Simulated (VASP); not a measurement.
A run of VASP 6.6.1 is set up as follows.

The input INCAR:

```
  GGA = CA
  LDIPOL = True
  IDIPOL = 3
  DIPOL = 0.5 0.5 0.501
  ISMEAR = 0
  SIGMA = 0.03
  LWAVE = False
  LCHARG = False
  ISIF = 0
  PREC = Accurate
  LASPH = True
  LREAL = False
  ALGO = Normal
  EDIFF = 1E-8
  NELM = 120
  GGA_COMPAT = False
  ENCUT = 720
  EFERMI = MIDGAP
  NELMDL = -8
  ADDGRID = False
```

File KPOINTS:

```
Automatic mesh
0
Gamma
  34 34 1
  0 0 0
```

File POSCAR:

```
BN
1.0
    2.5022435663      0.0000000000      0.0000000000
    3.7533653496      2.1670064949      0.0000000000
    0.0000000000      0.0000000000     16.0024561708
B N
1 1
Direct
    0.0000000000      0.0000000000      0.5000767400
    1.0000000000      0.6666666700      0.5024228700
```

Potentials or basis: VASP PAW LDA potentials, release 64 (B, N).

The run is started by

```sh
$ cat potpaw_LDA.64/B/POTCAR potpaw_LDA.64/N/POTCAR > POTCAR
$ mpirun -np 1 vasp_std > vasp.out
```

Problem. Predict the largest force.

Solution. 0.572 eV/Å.

Problem. Estimate the band gap on the k mesh.

Solution. 4.58 eV.

Forces on the atoms (eV/Å):
```
B    0.000  0.000  0.572
N    0.000  0.000 -0.572
```

Caveat: the cell differs from its parent crystal (last atom moved by 0.04 Å along z).
